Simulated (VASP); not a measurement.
Here is a VASP 6.6.1 calculation.

INCAR

```
SYSTEM = Ir
PREC = Accurate
ENCUT = 520
EDIFF = 1E-7
ISMEAR = 0
SIGMA = 0.15
LREAL = .False.
LASPH = .True.
NELM = 80
ALGO = Normal
ISIF = 2
LWAVE = .False.
LCHARG = .True.
GGA = PE
LELF = .True.
LVHAR = .True.
NBANDS = 10
```

The input KPOINTS:

```
regular mesh
0
Gamma
  22 22 22
  0 0 0
```

The input POSCAR:

```
Ir
1.0
    0.0000000000      2.0547745138      1.8538175663
    2.0547745138      0.0000000000      1.8538175663
    2.0547745138      2.0547745138      0.0000000000
Ir
1
Direct
    0.0000000000      0.0000000000      0.0000000000
```

Potentials or basis: VASP PAW PBE potentials, release 64 (Ir).

Command:

```sh
$ cat potpaw_PBE.64/Ir/POTCAR > POTCAR
$ mpirun -np 1 vasp_std > vasp.out
```

Task: Predict the pressure.

Result: -19.7 GPa.

Task: What does it give for the band gap on the k mesh?

Result: Zero (an odd number of electrons rules out a gap without spin polarisation).

Stress tensor (GPa, compression positive):
```
-28.37   0.00   0.00
  0.00 -28.37   0.00
  0.00   0.00  -2.40
```

Caveat: the cell stands under tension; spin-orbit coupling is left out, which moves the levels of the heavy elements.
